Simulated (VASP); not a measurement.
# Au (Fm-3m) in VASP: notebook

Au is run at these levels: revPBE; tasks: single point.

Everything below comes from runs of VASP 6.6.1. Logs are shortened: lines on timing, memory, paths and dates and some standing lists are left out, and cuts for length are marked.

### Step 1. The cell of the first run

Symmetry: Fm-3m, No. 225, cubic system. Conventional cell: a = 4.347 Å, b = 4.347 Å, c = 4.347 Å, α = 90.00°, β = 90.00°, γ = 90.00°. Au (site symmetry m-3m) has 12 Au at 3.07 Å within 4.0 Å.

### Step 2. Single point, revPBE (volume scaled by 1.12)

File INCAR:

```
PREC = Accurate ; ENCUT = 520
EDIFF = 1E-7 ; ISMEAR = -1
SIGMA = 0.1 ; LREAL = False
LASPH = True ; NELM = 60
ALGO = Normal ; ISIF = 2
LWAVE = False ; LCHARG = False
GGA = RE ; NBANDS = 12
```

File KPOINTS:

```
Automatic mesh
0
Gamma
  21 21 21
```

File POSCAR:

```
Au
1.0
    0.0000000000      2.1733179111      2.1733179111
    2.1733179111      0.0000000000      2.1733179111
    2.1733179111      2.1733179111      0.0000000000
Au
1
Direct
    0.0000000000      0.0000000000      0.0000000000
```

Potentials or basis: VASP PAW PBE potentials, release 64 (Au).

Run with:

```sh
$ cat potpaw_PBE.64/Au/POTCAR > POTCAR
$ mpirun -np 1 vasp_std > vasp.out
```

OUTCAR:

```text
PREC = Accurate
   ENCUT = 520
   EDIFF = 1E-7
   ISMEAR = -1
   LREAL = False
   LASPH = True
   NELM = 60
   ISIF = 2
   GGA = RE

 ion  position               nearest neighbor table
   1  0.000  0.000  0.000-

  LATTYP: Found a face centered cubic cell.
 ALAT       =     4.3466358222

  Lattice vectors:

 A1 = (   0.0000000000,   2.1733179111,   2.1733179111)
 A2 = (   2.1733179111,   0.0000000000,   2.1733179111)
 A3 = (   2.1733179111,   2.1733179111,   0.0000000000)

Analysis of symmetry for initial positions (statically):
=====================================================================
 Subroutine PRICEL returns:
 Original cell was already a primitive cell.

 Routine SETGRP: Setting up the symmetry group for a
 face centered cubic supercell.

 Subroutine GETGRP returns: Found 48 space group operations
 (whereof 48 operations were pure point group operations)
 out of a pool of 48 trial point group operations.

The static configuration has the point symmetry O_h .

Analysis of symmetry for dynamics (positions and initial velocities):
=====================================================================
 Subroutine PRICEL returns:
 Original cell was already a primitive cell.

 Routine SETGRP: Setting up the symmetry group for a
 face centered cubic supercell.

 Subroutine GETGRP returns: Found 48 space group operations
 (whereof 48 operations were pure point group operations)
 out of a pool of 48 trial point group operations.

The dynamic configuration has the point symmetry O_h .

 Subroutine INISYM returns: Found 48 space group operations
 (whereof 48 operations are pure point group operations),
 and found     1 'primitive' translations

----------------------------------------------------------------------------------------

                                     Primitive cell

  volume of cell :      20.5305

  direct lattice vectors                    reciprocal lattice vectors
     0.000000000  2.173317911  2.173317911    -0.230062982  0.230062982  0.230062982
     2.173317911  0.000000000  2.173317911     0.230062982 -0.230062982  0.230062982
     2.173317911  2.173317911  0.000000000     0.230062982  0.230062982 -0.230062982

  length of vectors
     3.073535665  3.073535665  3.073535665     0.398480774  0.398480774  0.398480774

  position of ions in fractional coordinates (direct lattice)
     0.000000000  0.000000000  0.000000000

  ion indices of the primitive-cell ions
   primitive index   ion index
                 1           1

----------------------------------------------------------------------------------------

 KPOINTS: Automatic mesh

Automatic generation of k-mesh.
 Grid dimensions read from file:
 generate k-points for:   21   21   21

 Generating k-lattice:

  Cartesian coordinates                     Fractional coordinates (reciprocal lattice)
    -0.010955380  0.010955380  0.010955380     0.047619048  0.000000000  0.000000000
     0.010955380 -0.010955380  0.010955380     0.000000000  0.047619048  0.000000000
     0.010955380  0.010955380 -0.010955380     0.000000000  0.000000000  0.047619048

  Length of vectors
     0.018975275  0.018975275  0.018975275

  Shift w.r.t. Gamma in fractional coordinates (k-lattice)
     0.000000000  0.000000000  0.000000000

 Subroutine IBZKPT returns following result:
 ===========================================

 Found    286 irreducible k-points:

 Following reciprocal coordinates:
            Coordinates               Weight
  0.000000  0.000000  0.000000      1.000000
  0.047619  0.000000  0.000000      8.000000
  0.095238  0.000000  0.000000      8.000000
  0.142857  0.000000  0.000000      8.000000
  0.190476  0.000000  0.000000      8.000000
  0.238095  0.000000  0.000000      8.000000
[... 16 lines left out ...]
 -0.428571  0.047619  0.000000     24.000000
 -0.380952  0.047619  0.000000     24.000000
 [... further k-points ...]
   k-points           NKPTS =    286   k-points in BZ     NKDIM =    286   number of bands    NBANDS=     12
   number of dos      NEDOS =    301   number of ions     NIONS =      1
   total plane-waves  NPLWV =  13824
   dimension x,y,z NGX =    24 NGY =   24 NGZ =   24
   dimension x,y,z NGXF=    48 NGYF=   48 NGZF=   48
   ions per type =               1
   NGX,Y,Z   is equivalent  to a cutoff of  12.98, 12.98, 12.98 a.u.
   NGXF,Y,Z  is equivalent  to a cutoff of  25.96, 25.96, 25.96 a.u.
 SYSTEM =  unknown system
   PREC   = accura    normal or accurate (medium, high low for compatibility)
   ISTART =      0    job   : 0-new  1-cont  2-samecut
   ICHARG =      2    charge: 1-file 2-atom 10-const
   ISPIN  =      1    spin polarized calculation?
   LNONCOLLINEAR =      F non collinear calculations
   LSORBIT =      F    spin-orbit coupling
   LASPH  =      T    aspherical Exc in radial PAW
   ENCUT  =  520.0 eV  38.22 Ry    6.18 a.u.   5.71  5.71  5.71*2*pi/ulx,y,z
   NELM   =     60;   NELMIN=  2; NELMDL= -5     # of ELM steps
   EDIFF  = 0.1E-06   stopping-criterion for ELM
   LREAL  =      F    real-space projection
   EDIFFG = 0.1E-05   stopping-criterion for IOM
   NSW    =      0    number of steps for IOM
   IBRION =     -1    ionic relax: 0-MD 1-quasi-New 2-CG
   NFREE  =      0    steps in history (QN), initial steepest desc. (CG)
   ISIF   =      2    stress and relaxation
   ISYM   =      2    0-nonsym 1-usesym 2-fastsym
   POTIM  = 0.5000    time-step for ionic-motion
   TEBEG  =    0.0;   TEEND  =   0.0 temperature during run
   PSTRESS=    0.0 pullay stress
   NELECT =      11.0000    total number of electrons
   NUPDOWN=      -1.0000    fix difference up-down
   EMIN   =  10.00;   EMAX   =-10.00  energy-range for DOS
   EFERMI =   0.00;   METHOD = LEGACY
   ISMEAR =    -1;   SIGMA  =   0.10  broadening in eV -4-tet -1-fermi 0-gaus
   EFERMI_NEDOS =   21; number of points for ismear=-14 and -15
   IALGO  =     38    algorithm
   IMIX   =      4    mixing-type and parameters
     AMIX     =   0.40;   BMIX     =  1.00
     AMIX_MAG =   1.60;   BMIX_MAG =  1.00
  volume/ion in A,a.u.               =      20.53       138.55
  Fermi-wavevector in a.u.,A,eV,Ry     =   1.329656  2.512685 24.054879  1.767984
  Thomas-Fermi vector in A             =   2.458801
   LORBIT       =      0    0 simple, 1 ext, 2 COOP (PROOUT), +10 PAW based schemes
   GGA     = RE    functional components
   LHFCALC =     F    Hartree Fock is set to
   AEXX    =    0.0000 exact exchange contribution
   IVDW    =     0    specifies the selected vdW correction
   LEPSILON=     F    determine dielectric tensor
   LRPA    =     F    only Hartree local field effects (RPA)
 non-spin polarized calculation
  energy-cutoff  :      520.00
  volume of cell :       20.53
 maximum number of plane-waves:       568
   NGX = 11   NGY = 11   NGZ = 11

 number of electron      11.0000001 magnetization

 Free energy of the ion-electron system (eV)
  ---------------------------------------------------
  ext. energy  EPLUGINS =         0.00000000
  ---------------------------------------------------
  free energy    TOTEN  =        -2.66233642 eV

  energy without entropy =       -2.65106079  energy(sigma->0) =       -2.65669860

 E-fermi :   6.7826     XC(G=0): -11.5464

 val. band max:        6.7812156340   @ k =  -0.3333   0.1905   0.0476
 cond. band min:       6.7951064051   @ k =  -0.3810   0.1429   0.0000
 fundamental gap:      0.0138907711
 Fermi energy:         6.7826401962

 k-point     1 :       0.0000    0.0000    0.0000
  band No.  band energies     occupation
      1      -1.2640      2.00000
      2       2.9385      2.00000
      3       2.9385      2.00000
      4       2.9385      2.00000
      5       4.0176      2.00000
      6       4.0176      2.00000
      7      21.3644      0.00000
      8      24.3097      0.00000
      9      24.3097      0.00000
     10      24.3097      0.00000
     11      28.6619      0.00000
     12      31.6156      0.00000

 k-point     2 :       0.0476    0.0000    0.0000
  band No.  band energies     occupation
      1      -1.1968      2.00000
      2       2.9210      2.00000
      3       2.9590      2.00000
      4       2.9590      2.00000
      5       4.0093      2.00000
      6       4.0093      2.00000
      7      21.4185      0.00000
      8      23.7519      0.00000
      9      24.3602      0.00000
     10      24.3602      0.00000
     11      29.0224      0.00000
     12      30.8171      0.00000

 k-point     3 :       0.0952    0.0000    0.0000
  band No.  band energies     occupation
      1      -0.9984      2.00000
      2       2.8748      2.00000
      3       3.0150      2.00000
      4       3.0150      2.00000
      5       3.9906      2.00000
      6       3.9906      2.00000
      7      21.4715      0.00000
      8      22.5986      0.00000
      9      24.4971      0.00000
     10      24.4971      0.00000
     11      28.7156      0.00000
     12      30.4250      0.00000
[... 286 lines left out ...]
 k-point    23 :      -0.4286    0.0476    0.0000
  band No.  band energies     occupation
      1       1.0157      2.00000
      2       2.9165      2.00000
      3       2.9644      2.00000
      4       4.6372      2.00000
      5       4.7766      2.00000
      6       6.1119      1.99756
      7       9.9529      0.00000
      8      20.8629      0.00000
      9      22.0447      0.00000
     10      22.7203      0.00000
     11      28.9749      0.00000
     12      29.0547      0.00000

 k-point    24 :      -0.3810    0.0476    0.0000
  band No.  band energies     occupation
      1       0.9971      2.00000
      2       2.9612      2.00000
      3       3.0017      2.00000
      4       4.3469      2.00000
      5       4.6223      2.00000
      6       5.2767      2.00000
      7      11.4376      0.00000
      8      21.0343      0.00000
      9      22.2304      0.00000
     10      23.2784      0.00000
     11      28.5389      0.00000
     12      28.8370      0.00000

 [... further k-points ...]
[... 5 lines left out ...]
  --------------------------------------------------------------------------------------
  -------------------------------------------------------------------------------------
  Total       -1.2908403     -1.2908403     -1.2908403     -0.0000000      0.0000000      0.0000000
  in kB     -100.7356799   -100.7356799   -100.7356799     -0.0000000      0.0000000      0.0000000
  external PRESSURE =    -100.7356799 kB  Pullay stress =       0.0000000 kB

 VOLUME and BASIS-vectors are now :
 -----------------------------------------------------------------------------
  energy-cutoff  :      520.00
  volume of cell :       20.53
      direct lattice vectors                 reciprocal lattice vectors
     0.000000000  2.173317911  2.173317911    -0.230062982  0.230062982  0.230062982
     2.173317911  0.000000000  2.173317911     0.230062982 -0.230062982  0.230062982
     2.173317911  2.173317911  0.000000000     0.230062982  0.230062982 -0.230062982

 POSITION                                       TOTAL-FORCE (eV/Angst)
 -----------------------------------------------------------------------------------
      0.00000      0.00000      0.00000         0.000000      0.000000      0.000000
 -----------------------------------------------------------------------------------
    total drift:                                0.000000      0.000000     -0.000000

  FREE ENERGIE OF THE ION-ELECTRON SYSTEM (eV)
  ---------------------------------------------------
  free  energy   TOTEN  =        -2.6623364156 eV

  energy  without entropy=       -2.6510607906  energy(sigma->0) =       -2.65669860
```

Wall time 61 s (1 thread of Intel Xeon 8259CL, shared host); peak memory 0.19 GiB.

Results:

```yaml
Free_energy: -2.6623 eV
Pressure: -10.1 GPa
```

Caveat: the cell differs from its parent crystal (volume scaled by 1.12); the PAW data sets were made with another functional, which shifts forces and pressure a little; spin-orbit coupling is left out, which moves the levels of the heavy elements.

### Step 3. Single point, revPBE

This run uses another cell than the first one, of 18.33 Å³/atom, 0.893 times its volume.

File INCAR:

```
SYSTEM = Au
PREC     = Accurate       ! precision mode
ENCUT    = 500            ! plane-wave cutoff, eV
EDIFF    = 1E-6           ! SCF threshold, eV
ISMEAR   = -1             ! smearing method
SIGMA    = 0.1            ! smearing width, eV
LREAL    = .False.        ! projectors in reciprocal space
LASPH    = .True.         ! aspherical terms in the spheres
NELM     = 120            ! most SCF steps
ALGO     = Normal         ! electronic algorithm
ISIF     = 2              ! what is computed and relaxed
LWAVE    = .False.        ! write WAVECAR
LCHARG   = .True.         ! write CHGCAR
GGA      = RE             ! functional
LELF     = .True.         ! ELF
LVHAR    = .True.       
NBANDS   = 12             ! bands
GGA_COMPAT= .False.
```

File KPOINTS:

```
regular mesh
0
Gamma
  7 7 7
  0 0 0
```

File POSCAR:

```
Au
1.0
    0.0000000000      2.0927495231      2.0927495231
    2.0927495231      0.0000000000      2.0927495231
    2.0927495231      2.0927495231      0.0000000000
Au
1
Direct
    0.0000000000      0.0000000000      0.0000000000
```

Potentials or basis: VASP PAW PBE potentials, release 64 (Au).

Run with:

```sh
$ cat potpaw_PBE.64/Au/POTCAR > POTCAR
$ mpirun -np 1 vasp_std > vasp.out
```

OUTCAR:

```text
SYSTEM = Au
   PREC = Accurate
   ENCUT = 500
   EDIFF = 1E-6
   ISMEAR = -1
   LREAL = .False.
   LASPH = .True.
   NELM = 120
   ISIF = 2
   GGA = RE

 ion  position               nearest neighbor table
   1  0.000  0.000  0.000-

  LATTYP: Found a face centered cubic cell.
 ALAT       =     4.1854990462

  Lattice vectors:

 A1 = (   0.0000000000,   2.0927495231,   2.0927495231)
 A2 = (   2.0927495231,   0.0000000000,   2.0927495231)
[... 472 lines left out ...]
     10      27.8841      0.00000
     11      31.4429      0.00000
     12      32.7659      0.00000

------------------------ aborting loop because EDIFF is reached ----------------------------------------

  FORCE on cell =-STRESS in cart. coord.  units (eV):
  Direction    XX          YY          ZZ          XY          YZ          ZX
  --------------------------------------------------------------------------------------
  -------------------------------------------------------------------------------------
  Total       -0.0507116     -0.0507116     -0.0507116     -0.0000000     -0.0000000     -0.0000000
  in kB       -4.4323726     -4.4323726     -4.4323726     -0.0000000     -0.0000000     -0.0000000
  external PRESSURE =      -4.4323726 kB  Pullay stress =       0.0000000 kB

 VOLUME and BASIS-vectors are now :
 -----------------------------------------------------------------------------
  energy-cutoff  :      500.00
  volume of cell :       18.33
      direct lattice vectors                 reciprocal lattice vectors
     0.000000000  2.092749523  2.092749523    -0.238920136  0.238920136  0.238920136
     2.092749523  0.000000000  2.092749523     0.238920136 -0.238920136  0.238920136
     2.092749523  2.092749523  0.000000000     0.238920136  0.238920136 -0.238920136

 POSITION                                       TOTAL-FORCE (eV/Angst)
 -----------------------------------------------------------------------------------
      0.00000      0.00000      0.00000         0.000000      0.000000      0.000000
 -----------------------------------------------------------------------------------
    total drift:                               -0.000000      0.000000     -0.000000

  FREE ENERGIE OF THE ION-ELECTRON SYSTEM (eV)
  ---------------------------------------------------
  free  energy   TOTEN  =        -2.7898782652 eV

  energy  without entropy=       -2.7870007361  energy(sigma->0) =       -2.78843950
```

OSZICAR:

```text
N       E                     dE             d eps       ncg     rms          rms(c)
DAV:   1     0.494035853385E+02    0.49404E+02   -0.55726E+03   504   0.790E+02
DAV:   2    -0.238438272479E+01   -0.51788E+02   -0.48740E+02   560   0.180E+02
DAV:   3    -0.300781432558E+01   -0.62343E+00   -0.62302E+00   584   0.194E+01
DAV:   4    -0.301005435497E+01   -0.22400E-02   -0.22398E-02   576   0.135E+00
DAV:   5    -0.301007203584E+01   -0.17681E-04   -0.17681E-04   584   0.114E-01    0.735E+00
DAV:   6    -0.280324414204E+01    0.20683E+00   -0.59451E-01   528   0.616E+00    0.491E+00
DAV:   7    -0.279108391396E+01    0.12160E-01   -0.46048E-02   568   0.175E+00    0.251E+00
DAV:   8    -0.278987893149E+01    0.12050E-02   -0.10362E-03   540   0.253E-01    0.200E-01
DAV:   9    -0.278986945214E+01    0.94794E-05   -0.11186E-05   568   0.274E-02    0.354E-02
DAV:  10    -0.278987837467E+01   -0.89225E-05   -0.66981E-06   548   0.263E-02    0.262E-03
DAV:  11    -0.278987826517E+01    0.10950E-06   -0.94249E-08   316   0.237E-03
   1 F= -.27898783E+01 E0= -.27884395E+01  d E =-.287753E-02
```

stdout:

```text
POSCAR found type information on POSCAR Au
 POSCAR found :  1 types and       1 ions
 scaLAPACK will be used
 -----------------------------------------------------------------------------
|                                                                             |
|                                                                             |
|     You enforced a specific xc type in the INCAR file but a different       |
|     I HOPE YOU KNOW WHAT YOU ARE DOING!                                     |
|                                                                             |
 -----------------------------------------------------------------------------

 LDA part: xc-table for (Slater+PW92), standard interpolation
 POSCAR, INCAR and KPOINTS ok, starting setup
 FFT: planning ... GRIDC
 FFT: planning ... GRID_SOFT
 FFT: planning ... GRID
 WAVECAR not read
 entering main loop
```

Run time: 4.1 s. Hardware: 1 thread of Intel Xeon Platinum 8375C at 2.90GHz (Ice Lake), shared host; peak memory 0.14 GiB.

Results:

* Free energy: -2.7899 eV
* Pressure: -0.4 GPa

Levels at points of the mesh, in eV from the Fermi level:
| k point | band 4 | band 5 | band 6 | band 7 | band 8 | band 9 |
| --- | --- | --- | --- | --- | --- | --- |
| (0.00, 0.00, 0.00) | -4.13 | -2.80 | -2.80 | 14.78 | 18.38 | 18.38 |

Caveat: the k points lie up to 0.37 Å⁻¹ apart; the PAW data sets were made with another functional, which shifts forces and pressure a little; spin-orbit coupling is left out, which moves the levels of the heavy elements.

### Step 4. Single point, revPBE

This run uses another cell than the first one, of 18.33 Å³/atom, 0.893 times its volume.

INCAR: that of step 3 with these lines changed.

```diff
@@ -12,6 +12,4 @@
 LWAVE    = .False.        ! write WAVECAR
-LCHARG   = .True.         ! write CHGCAR
+LCHARG   = .False.        ! write CHGCAR
 GGA      = RE             ! functional
-LELF     = .True.         ! ELF
-LVHAR    = .True.       
 NBANDS   = 12             ! bands
```

File KPOINTS:

```
regular mesh
0
Gamma
  13 13 13
  0 0 0
```

POSCAR is that of step 3.

Run with:

```sh
$ cat potpaw_PBE.64/Au/POTCAR > POTCAR
$ mpirun -np 1 vasp_std > vasp.out
```

It took 6.1 s on 1 thread of Intel Xeon 6975P-C (Granite Rapids), shared host; peak memory 0.15 GiB.

The run converged. Its results:

```
Free energy : -2.7424 eV
Pressure    : -0.2 GPa
```

Levels at points of the mesh, in eV from the Fermi level:
| k point | band 3 | band 4 | band 5 | band 6 | band 7 | band 8 | band 9 | band 10 |
| --- | --- | --- | --- | --- | --- | --- | --- | --- |
| (0.00, 0.00, 0.00) | -4.43 | -4.43 | -3.11 | -3.11 | 14.48 | 18.08 | 18.08 | 18.08 |

Caveat: the PAW data sets were made with another functional, which shifts forces and pressure a little; spin-orbit coupling is left out, which moves the levels of the heavy elements.

### Step 5. The runs side by side

| cell | k mesh | cutoff (eV) | gap on the mesh (eV) | pressure (GPa) |
| --- | --- | --- | --- | --- |
| a = 3.074 Å, angles 60.0°, 1 atom | 21 × 21 × 21 | 520 | none | -10.1 |
| a = 2.960 Å, angles 60.0°, 1 atom | 7 × 7 × 7 | 500 | none | -0.4 |
| a = 2.960 Å, angles 60.0°, 1 atom | 13 × 13 × 13 | 500 | none | -0.2 |

Alike in all rows: task single point; level revPBE; potentials or basis VASP PAW PBE potentials, release 64 (Au); no spin polarisation; smearing fermi-dirac 0.1 eV.

Caveats: some runs use coarse meshes; the PAW data sets were made with another functional, which shifts forces and pressure a little; spin-orbit coupling is left out, which moves the levels of the heavy elements.

Absolute energies hang on the potentials; compare differences alone.
